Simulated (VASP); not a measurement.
# SrTe (Fm-3m) in VASP: settings compared, part 3 of 3

VASP 6.6.1. Earlier steps stand in the parts before.

**5. Single point, BLYP (41.51 Å³/atom)**

This run uses another cell than the first one, of 41.51 Å³/atom.

Contents of INCAR:

```
AGGAC = 1.0 ; AGGAX = 1.0
ALDAC = 0.0 ; ALDAX = 1.0
ALGO = Normal ; EDIFF = 1E-6
ENCUT = 500 ; GGA = B5
GGA_COMPAT = False ; ISIF = 2
ISMEAR = 0 ; LASPH = True
LCHARG = False ; LREAL = False
LWAVE = False ; NBANDS = 15
NELM = 120 ; PREC = Accurate
SIGMA = 0.05
```

Contents of KPOINTS:

```
k-points
0
Gamma
  6 6 6
```

Contents of POSCAR:

```
SrTe
1.0
    0.0000000000      3.4625546695      3.4625546695
    3.4625546695      0.0000000000      3.4625546695
    3.4625546695      3.4625546695      0.0000000000
Sr Te
1 1
Direct
    0.5000000000      0.5000000000      0.5000000000
    0.0000000000      0.0000000000      0.0000000000
```

Potentials or basis: VASP PAW PBE potentials, release 64 (Sr_sv, Te).

On the command line:

```console
> cat potpaw_PBE.64/Sr_sv/POTCAR potpaw_PBE.64/Te/POTCAR > POTCAR
> mpirun -np 1 vasp_std > vasp.out
```

OUTCAR:

```text
EDIFF = 1E-6
   ENCUT = 500
   GGA = B5
   ISIF = 2
   ISMEAR = 0
   LASPH = True
   LREAL = False
   NELM = 120
   PREC = Accurate

 ion  position               nearest neighbor table
   1  0.500  0.500  0.500-   2 3.46   2 3.46   2 3.46   2 3.46   2 3.46   2 3.46
   2  0.000  0.000  0.000-   1 3.46   1 3.46   1 3.46   1 3.46   1 3.46   1 3.46

  LATTYP: Found a face centered cubic cell.
 ALAT       =     6.9251093390

  Lattice vectors:

 A1 = (   0.0000000000,   3.4625546695,   3.4625546695)
 A2 = (   3.4625546695,   0.0000000000,   3.4625546695)
 A3 = (   3.4625546695,   3.4625546695,   0.0000000000)

Analysis of symmetry for initial positions (statically):
=====================================================================
 Subroutine PRICEL returns:
 Original cell was already a primitive cell.

 Routine SETGRP: Setting up the symmetry group for a
 face centered cubic supercell.

 Subroutine GETGRP returns: Found 48 space group operations
 (whereof 48 operations were pure point group operations)
 out of a pool of 48 trial point group operations.

The static configuration has the point symmetry O_h .

Analysis of symmetry for dynamics (positions and initial velocities):
=====================================================================
 Subroutine PRICEL returns:
 Original cell was already a primitive cell.

 Routine SETGRP: Setting up the symmetry group for a
 face centered cubic supercell.

 Subroutine GETGRP returns: Found 48 space group operations
 (whereof 48 operations were pure point group operations)
 out of a pool of 48 trial point group operations.

The dynamic configuration has the point symmetry O_h .

 Subroutine INISYM returns: Found 48 space group operations
 (whereof 48 operations are pure point group operations),
 and found     1 'primitive' translations

----------------------------------------------------------------------------------------

                                     Primitive cell

  volume of cell :      83.0271

  direct lattice vectors                    reciprocal lattice vectors
     0.000000000  3.462554669  3.462554669    -0.144402052  0.144402052  0.144402052
     3.462554669  0.000000000  3.462554669     0.144402052 -0.144402052  0.144402052
     3.462554669  3.462554669  0.000000000     0.144402052  0.144402052 -0.144402052

  length of vectors
     4.896791774  4.896791774  4.896791774     0.250111691  0.250111691  0.250111691

  position of ions in fractional coordinates (direct lattice)
     0.500000000  0.500000000  0.500000000
     0.000000000  0.000000000  0.000000000

  ion indices of the primitive-cell ions
   primitive index   ion index
                 1           1
                 2           2

----------------------------------------------------------------------------------------

 KPOINTS: k-points

Automatic generation of k-mesh.
 Grid dimensions read from file:
 generate k-points for:    6    6    6

 Generating k-lattice:

  Cartesian coordinates                     Fractional coordinates (reciprocal lattice)
    -0.024067009  0.024067009  0.024067009     0.166666667  0.000000000  0.000000000
     0.024067009 -0.024067009  0.024067009     0.000000000  0.166666667  0.000000000
[... 32 lines left out ...]
   number of dos      NEDOS =    301   number of ions     NIONS =      2
   total plane-waves  NPLWV =  46656
   dimension x,y,z NGX =    36 NGY =   36 NGZ =   36
   dimension x,y,z NGXF=    72 NGYF=   72 NGZF=   72
   ions per type =               1   1
   NGX,Y,Z   is equivalent  to a cutoff of  12.22, 12.22, 12.22 a.u.
   NGXF,Y,Z  is equivalent  to a cutoff of  24.44, 24.44, 24.44 a.u.
 SYSTEM =  unknown system
   PREC   = accura    normal or accurate (medium, high low for compatibility)
   ISTART =      0    job   : 0-new  1-cont  2-samecut
   ICHARG =      2    charge: 1-file 2-atom 10-const
   ISPIN  =      1    spin polarized calculation?
   LNONCOLLINEAR =      F non collinear calculations
   LSORBIT =      F    spin-orbit coupling
   LASPH  =      T    aspherical Exc in radial PAW
   ENCUT  =  500.0 eV  36.75 Ry    6.06 a.u.   8.93  8.93  8.93*2*pi/ulx,y,z
   NELM   =    120;   NELMIN=  2; NELMDL= -5     # of ELM steps
   EDIFF  = 0.1E-05   stopping-criterion for ELM
   LREAL  =      F    real-space projection
   EDIFFG = 0.1E-04   stopping-criterion for IOM
   NSW    =      0    number of steps for IOM
   IBRION =     -1    ionic relax: 0-MD 1-quasi-New 2-CG
   NFREE  =      0    steps in history (QN), initial steepest desc. (CG)
   ISIF   =      2    stress and relaxation
   ISYM   =      2    0-nonsym 1-usesym 2-fastsym
   POTIM  = 0.5000    time-step for ionic-motion
   TEBEG  =    0.0;   TEEND  =   0.0 temperature during run
   PSTRESS=    0.0 pullay stress
   NELECT =      16.0000    total number of electrons
   NUPDOWN=      -1.0000    fix difference up-down
   EMIN   =  10.00;   EMAX   =-10.00  energy-range for DOS
   EFERMI =   0.00;   METHOD = LEGACY
   ISMEAR =     0;   SIGMA  =   0.05  broadening in eV -4-tet -1-fermi 0-gaus
   EFERMI_NEDOS =   21; number of points for ismear=-14 and -15
   IALGO  =     38    algorithm
   IMIX   =      4    mixing-type and parameters
     AMIX     =   0.40;   BMIX     =  1.00
     AMIX_MAG =   1.60;   BMIX_MAG =  1.00
  volume/ion in A,a.u.               =      41.51       280.15
  Fermi-wavevector in a.u.,A,eV,Ry     =   0.945602  1.786928 12.165817  0.894162
  Thomas-Fermi vector in A             =   2.073519
   LORBIT       =      0    0 simple, 1 ext, 2 COOP (PROOUT), +10 PAW based schemes
   GGA     = B5    functional components
   LHFCALC =     F    Hartree Fock is set to
   AEXX    =    0.0000 exact exchange contribution
   IVDW    =     0    specifies the selected vdW correction
   LEPSILON=     F    determine dielectric tensor
   LRPA    =     F    only Hartree local field effects (RPA)
 non-spin polarized calculation
 Gauss-broadening in eV      SIGMA  =   0.05
  energy-cutoff  :      500.00
  volume of cell :       83.03
 maximum number of plane-waves:      2126
   NGX = 17   NGY = 17   NGZ = 17

 number of electron      16.0000000 magnetization

 Free energy of the ion-electron system (eV)
  ---------------------------------------------------
  ext. energy  EPLUGINS =         0.00000000
  ---------------------------------------------------
  free energy    TOTEN  =        -7.24658179 eV

  energy without entropy =       -7.24658179  energy(sigma->0) =       -7.24658179

 E-fermi :   2.7801     XC(G=0):  -7.5259

 val. band max:        2.4813693826   @ k =   0.0000   0.0000   0.0000
 cond. band min:       4.5550106667   @ k =   0.5000   0.5000   0.0000
 fundamental gap:      2.0736412841
 Fermi energy:         2.7801469038

 k-point     1 :       0.0000    0.0000    0.0000
  band No.  band energies     occupation
      1     -32.6157      2.00000
      2     -14.6216      2.00000
      3     -14.6216      2.00000
      4     -14.6216      2.00000
      5      -7.1550      2.00000
      6       2.4814      2.00000
      7       2.4814      2.00000
      8       2.4814      2.00000
      9       5.0269      0.00000
     10       5.8272      0.00000
     11       5.8272      0.00000
     12       5.8272      0.00000
     13       6.3009      0.00000
     14       6.3009      0.00000
[... 257 lines left out ...]
      2     -14.6624      2.00000
      3     -14.6483      2.00000
      4     -14.6439      2.00000
      5      -6.7723      2.00000
      6       0.9690      2.00000
      7       1.3459      2.00000
      8       1.4416      2.00000
      9       5.5149      0.00000
     10       6.5544      0.00000
     11       7.2982      0.00000
     12       7.6838      0.00000
     13       8.1363      0.00000
     14       8.3572      0.00000
     15      10.5641      0.00000

------------------------ aborting loop because EDIFF is reached ----------------------------------------

  FORCE on cell =-STRESS in cart. coord.  units (eV):
  Direction    XX          YY          ZZ          XY          YZ          ZX
  --------------------------------------------------------------------------------------
  -------------------------------------------------------------------------------------
  Total       -0.4888910     -0.4888910     -0.4888910      0.0000000      0.0000000     -0.0000000
  in kB       -9.4341477     -9.4341477     -9.4341477      0.0000000      0.0000000     -0.0000000
  external PRESSURE =      -9.4341477 kB  Pullay stress =       0.0000000 kB

 VOLUME and BASIS-vectors are now :
 -----------------------------------------------------------------------------
  energy-cutoff  :      500.00
  volume of cell :       83.03
      direct lattice vectors                 reciprocal lattice vectors
     0.000000000  3.462554669  3.462554669    -0.144402052  0.144402052  0.144402052
     3.462554669  0.000000000  3.462554669     0.144402052 -0.144402052  0.144402052
     3.462554669  3.462554669  0.000000000     0.144402052  0.144402052 -0.144402052

 POSITION                                       TOTAL-FORCE (eV/Angst)
 -----------------------------------------------------------------------------------
      3.46255      3.46255      3.46255        -0.000000      0.000000      0.000000
      0.00000      0.00000      0.00000         0.000000     -0.000000     -0.000000
 -----------------------------------------------------------------------------------
    total drift:                                0.000000      0.000000      0.000000

  FREE ENERGIE OF THE ION-ELECTRON SYSTEM (eV)
  ---------------------------------------------------
  free  energy   TOTEN  =        -7.2465817901 eV

  energy  without entropy=       -7.2465817901  energy(sigma->0) =       -7.24658179
```

OSZICAR:

```text
N       E                     dE             d eps       ncg     rms          rms(c)
DAV:   1     0.590345966634E+02    0.59035E+02   -0.64952E+03   480   0.847E+02
DAV:   2    -0.253902541024E+01   -0.61574E+02   -0.58243E+02   641   0.174E+02
DAV:   3    -0.737678639000E+01   -0.48378E+01   -0.48158E+01   911   0.370E+01
DAV:   4    -0.744882458958E+01   -0.72038E-01   -0.72023E-01   557   0.460E+00
DAV:   5    -0.745137485850E+01   -0.25503E-02   -0.25502E-02   768   0.675E-01    0.113E+01
DAV:   6    -0.724864826779E+01    0.20273E+00   -0.27262E-01   585   0.239E+00    0.689E+00
DAV:   7    -0.724632596499E+01    0.23223E-02   -0.25979E-01   629   0.256E+00    0.200E+00
DAV:   8    -0.724631511074E+01    0.10854E-04   -0.31685E-02   480   0.898E-01    0.476E-01
DAV:   9    -0.724629766633E+01    0.17444E-04   -0.15450E-03   635   0.242E-01    0.392E-01
DAV:  10    -0.724656656472E+01   -0.26890E-03   -0.23571E-04   488   0.103E-01    0.383E-02
DAV:  11    -0.724657943383E+01   -0.12869E-04   -0.67744E-05   628   0.348E-02    0.548E-02
DAV:  12    -0.724657994347E+01   -0.50964E-06   -0.15746E-05   592   0.186E-02    0.284E-02
DAV:  13    -0.724658171722E+01   -0.17737E-05   -0.28382E-06   508   0.105E-02    0.982E-03
DAV:  14    -0.724658179011E+01   -0.72887E-07   -0.43438E-08   303   0.134E-03
   1 F= -.72465818E+01 E0= -.72465818E+01  d E =-.121792E-18
```

Run time: 44 s. Hardware: 1 thread of Intel Xeon 8259CL, shared host; peak memory 0.21 GiB.

What came out:

```yaml
Free_energy: -7.2466 eV
Pressure: -0.9 GPa
Band_gap_on_the_k_mesh: 2.07 eV (least direct gap 2.55 eV)
```

Levels at points of the mesh, in eV from the valence-band top:
```tsv
k point	band 4	band 5	band 6	band 7	band 8	band 9	band 10	band 11	band 12	band 13
(0.00, 0.00, 0.00)	-17.10	-9.64	0.00	0.00	0.00	2.55	3.35	3.35	3.35	3.82
(0.50, 0.00, 0.00)	-17.11	-9.20	-2.39	-0.89	-0.89	4.01	4.88	5.01	5.01	6.53
(0.50, 0.50, 0.00)	-17.12	-9.30	-1.67	-0.63	-0.63	2.07	3.56	4.55	5.47	5.65
```

Caveat: the PAW data sets were made with another functional, which shifts forces and pressure a little; spin-orbit coupling is left out, which moves the levels of the heavy elements. A k mesh can miss the band edges.

**6. Single point, r2SCAN**

This run uses another cell than the first one, of 33.85 Å³/atom.

Contents of POSCAR:

```
SrTe
1.0
    0.0000000000      3.2349999084      3.2349999084
    3.2349999084      0.0000000000      3.2349999084
    3.2349999084      3.2349999084      0.0000000000
Sr Te
1 1
Direct
    0.5000000000      0.5000000000      0.5000000000
    0.0000000000      0.0000000000      0.0000000000
```

Contents of INCAR.step1:

```
PREC = Accurate ; ENCUT = 550
ISMEAR = 0 ; SIGMA = 0.05
LREAL = False ; LASPH = True
NELM = 120 ; NBANDS = 15
GGA = PE ; ALGO = Normal
EDIFF = 1E-5 ; LWAVE = True
LCHARG = False ; GGA_COMPAT = False
```

Contents of INCAR.step2:

```
PREC = Accurate ; ENCUT = 550
EDIFF = 1E-6 ; ISMEAR = 0
SIGMA = 0.05 ; LREAL = False
LASPH = True ; NELM = 120
ALGO = Normal ; ISIF = 2
LWAVE = False ; LCHARG = True
METAGGA = R2SCAN ; LMIXTAU = True
LELF = True ; LVHAR = True
NBANDS = 15 ; ISTART = 1
GGA_COMPAT = False
```

Contents of KPOINTS:

```
regular mesh
0
Gamma
  6 6 6
```

Potentials or basis: VASP PAW PBE potentials, release 64 (Sr_sv, Te).

On the command line:

```console
> cat potpaw_PBE.64/Sr_sv/POTCAR potpaw_PBE.64/Te/POTCAR > POTCAR
> cp INCAR.step1 INCAR
> mpirun -np 1 vasp_std > vasp.out
> cp INCAR.step2 INCAR
> mpirun -np 1 vasp_std > vasp.out
```

OUTCAR:

```text
PREC = Accurate
   ENCUT = 550
   EDIFF = 1E-6
   ISMEAR = 0
   LREAL = False
   LASPH = True
   NELM = 120
   ISIF = 2
   METAGGA = R2SCAN
   ISTART = 1

 ion  position               nearest neighbor table
   1  0.500  0.500  0.500-   2 3.23   2 3.23   2 3.23   2 3.23   2 3.23   2 3.23
   2  0.000  0.000  0.000-   1 3.23   1 3.23   1 3.23   1 3.23   1 3.23   1 3.23

  LATTYP: Found a face centered cubic cell.
 ALAT       =     6.4699998168

  Lattice vectors:

[... 465 lines left out ...]

  FORCE on cell =-STRESS in cart. coord.  units (eV):
  Direction    XX          YY          ZZ          XY          YZ          ZX
  --------------------------------------------------------------------------------------
  -------------------------------------------------------------------------------------
  Total        2.0513436      2.0513436      2.0513436      0.0000000     -0.0000000      0.0000000
  in kB       48.5395975     48.5395975     48.5395975      0.0000000     -0.0000000      0.0000000
  external PRESSURE =      48.5395975 kB  Pullay stress =       0.0000000 kB

 VOLUME and BASIS-vectors are now :
 -----------------------------------------------------------------------------
  energy-cutoff  :      550.00
  volume of cell :       67.71
      direct lattice vectors                 reciprocal lattice vectors
     0.000000000  3.234999908  3.234999908    -0.154559510  0.154559510  0.154559510
     3.234999908  0.000000000  3.234999908     0.154559510 -0.154559510  0.154559510
     3.234999908  3.234999908  0.000000000     0.154559510  0.154559510 -0.154559510

 POSITION                                       TOTAL-FORCE (eV/Angst)
 -----------------------------------------------------------------------------------
      3.23500      3.23500      3.23500         0.000000      0.000000     -0.000000
      0.00000      0.00000      0.00000        -0.000000     -0.000000      0.000000
 -----------------------------------------------------------------------------------
    total drift:                                0.000000      0.000000      0.000000

  FREE ENERGIE OF THE ION-ELECTRON SYSTEM (eV)
  ---------------------------------------------------
  free  energy   TOTEN  =       -44.4878812275 eV

  energy  without entropy=      -44.4878812275  energy(sigma->0) =      -44.48788123
```

OUTCAR.step1:

```text
PREC = Accurate
   ENCUT = 550
   ISMEAR = 0
   LREAL = False
   LASPH = True
[... 498 lines left out ...]
      3.23500      3.23500      3.23500         0.000000      0.000000      0.000000
      0.00000      0.00000      0.00000        -0.000000     -0.000000     -0.000000
 -----------------------------------------------------------------------------------
    total drift:                                0.000000      0.000000      0.000000

  FREE ENERGIE OF THE ION-ELECTRON SYSTEM (eV)
  ---------------------------------------------------
  free  energy   TOTEN  =        -8.1550941660 eV

  energy  without entropy=       -8.1550941660  energy(sigma->0) =       -8.15509417
```

OSZICAR.step1:

```text
N       E                     dE             d eps       ncg     rms          rms(c)
DAV:   1     0.707416565021E+02    0.70742E+02   -0.73042E+03   480   0.953E+02
DAV:   2    -0.316414834615E+01   -0.73906E+02   -0.68269E+02   627   0.195E+02
DAV:   3    -0.815865453303E+01   -0.49945E+01   -0.49698E+01   866   0.403E+01
DAV:   4    -0.822909574972E+01   -0.70441E-01   -0.70428E-01   567   0.446E+00
DAV:   5    -0.823095240614E+01   -0.18567E-02   -0.18563E-02   743   0.586E-01    0.180E+01
DAV:   6    -0.815219143595E+01    0.78761E-01   -0.10067E-01   564   0.195E+00    0.107E+01
DAV:   7    -0.815509753496E+01   -0.29061E-02   -0.13633E-01   613   0.247E+00    0.886E-01
DAV:   8    -0.815473427786E+01    0.36326E-03   -0.15926E-02   515   0.622E-01    0.361E-01
DAV:   9    -0.815494085227E+01   -0.20657E-03   -0.68969E-04   599   0.177E-01    0.128E-01
DAV:  10    -0.815507461424E+01   -0.13376E-03   -0.82540E-05   557   0.562E-02    0.366E-02
DAV:  11    -0.815509399175E+01   -0.19378E-04   -0.20216E-05   585   0.264E-02    0.142E-02
DAV:  12    -0.815509416602E+01   -0.17427E-06   -0.14749E-06   352   0.648E-03
   1 F= -.81550942E+01 E0= -.81550942E+01  d E =-.190022E-11
```

Run time: 1.9 min. Hardware: 1 thread of Intel Xeon 8259CL, shared host; peak memory 0.23 GiB.

What came out:

| Item | Value |
| --- | --- |
| Free energy | -44.4879 eV |
| Pressure | 4.9 GPa |
| Band gap on the k mesh | 1.84 eV (least direct gap 2.66 eV) |

Levels at points of the mesh, in eV from the valence-band top:
```tsv
k point	band 6	band 7	band 8	band 9	band 10	band 11
(0.00, 0.00, 0.00)	0.00	0.00	0.00	3.62	3.62	3.62
(0.50, 0.00, 0.00)	-3.16	-1.31	-1.31	4.48	5.92	6.05
(0.50, 0.50, 0.00)	-2.19	-0.82	-0.82	1.84	4.91	5.44
```

Caveat: the cell stands under pressure; the PAW data sets were made with another functional, which shifts forces and pressure a little; spin-orbit coupling is left out, which moves the levels of the heavy elements. A k mesh can miss the band edges.

**7. Overview**

```csv
level,cell,cutoff (eV),gap on the mesh (eV),pressure (GPa)
BLYP,"a = 4.768 Å, angles 60.0°, 2 atoms",500,1.91,1.5
BLYP,"a = 4.833 Å, angles 60.0°, 2 atoms",500,2.00,0.1
BLYP,"a = 4.865 Å, angles 60.0°, 2 atoms",500,2.04,-0.4
BLYP,"a = 4.897 Å, angles 60.0°, 2 atoms",500,2.07,-0.9
r2SCAN,"a = 4.575 Å, angles 60.0°, 2 atoms",550,1.84,4.9
```

Alike in all rows: task single point; potentials or basis VASP PAW PBE potentials, release 64 (Sr_sv, Te); no spin polarisation; k mesh 6 × 6 × 6; smearing gaussian 0.05 eV.

Caveats: the PAW data sets were made with another functional, which shifts forces and pressure a little; spin-orbit coupling is left out, which moves the levels of the heavy elements; the cell stands under pressure (at least some runs).

Absolute energies hang on the potentials; compare differences alone.
